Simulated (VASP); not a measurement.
Input of a VASP 6.6.1 run:

File INCAR:

```
SYSTEM = WSe2
PREC = Accurate
ENCUT = 520
EDIFF = 1E-7
ISMEAR = 0
SIGMA = 0.05
LREAL = .FALSE.
LASPH = .TRUE.
NELM = 100
ALGO = Normal
ISIF = 2
LWAVE = .FALSE.
LCHARG = .TRUE.
GGA = PE
LELF = .TRUE.
LVHAR = .TRUE.
NBANDS = 35
```

KPOINTS

```
Automatic mesh
0
G
  12 12 2
  0 0 0
```

POSCAR

```
WSe2
1.0
    3.3206937274      0.0000000000      0.0000000000
   -1.6603468637      2.8758051261      0.0000000000
    0.0000000000      0.0000000000     15.2573262715
W Se
2 4
Direct
    0.2997457419      0.6420788432      0.2500000000
    0.7002542581      0.3579211568      0.7500000000
    0.3669213473      0.6912547994      0.6400199235
    0.6330786527      0.3087452006      0.1400199235
    0.3669213473      0.6912547994      0.8599800765
    0.6330786527      0.3087452006      0.3599800765
```

Potentials or basis: VASP PAW PBE potentials, release 64 (W_sv, Se).

Run with:

```sh
$ cat potpaw_PBE.64/W_sv/POTCAR potpaw_PBE.64/Se/POTCAR > POTCAR
$ mpirun -np 1 vasp_std > vasp.out
```

(1) Estimate the pressure.

(2) What does it give for the band gap on the k mesh?

(3) Estimate the largest force.

Answers

(1) 0.3 GPa.

(2) 1.48 eV (least direct gap 1.53 eV).

(3) 0.048 eV/Å.

Caveat: the cell differs from its parent crystal (atoms displaced along a vibrational mode); spin-orbit coupling is left out, which moves the levels of the heavy elements; this functional lacks dispersion, which binds layers or chains, so the pressure and a relaxed spacing across them are unreliable.
